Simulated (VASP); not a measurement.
Here is a VASP 6.6.1 calculation.

The input INCAR:

```
PREC = Accurate
ENCUT = 520
EDIFF = 1E-6
ISMEAR = -1
SIGMA = 0.1
LREAL = F
LASPH = T
NELM = 100
ALGO = Normal
ISIF = 2
LWAVE = F
LCHARG = F
NBANDS = 25
```

KPOINTS

```
regular mesh
0
Gamma
  3 3 4
```

Contents of POSCAR:

```
Ti
1.0
    4.6000000000      0.0000000000      0.0000000000
   -2.3000000000      3.9837200000      0.0000000000
    0.0000000000      0.0000000000      2.8200000000
Ti
3
Direct
    0.0000000000      0.0000000000      0.0000000000
    0.3333333333      0.6666666667      0.5000000000
    0.6666666667      0.3333333333      0.5000000000
```

Potentials or basis: VASP PAW LDA potentials, release 64 (Ti_sv).

Command:

```console
$ cat potpaw_LDA.64/Ti_sv/POTCAR > POTCAR
$ mpirun -np 1 vasp_std > vasp.out
```

Question: Predict the pressure.

Answer: -9.6 GPa.

Question: Estimate the band gap on the k mesh.

Answer: Zero (band 18 reaches 8.12 eV, above the bottom of band 19 at 7.97 eV).

Stress tensor (GPa, compression positive):
```
-10.34   0.00   0.00
  0.00 -10.34   0.00
  0.00   0.00  -7.98
```

Caveat: the k points lie up to 0.56 Å⁻¹ apart.
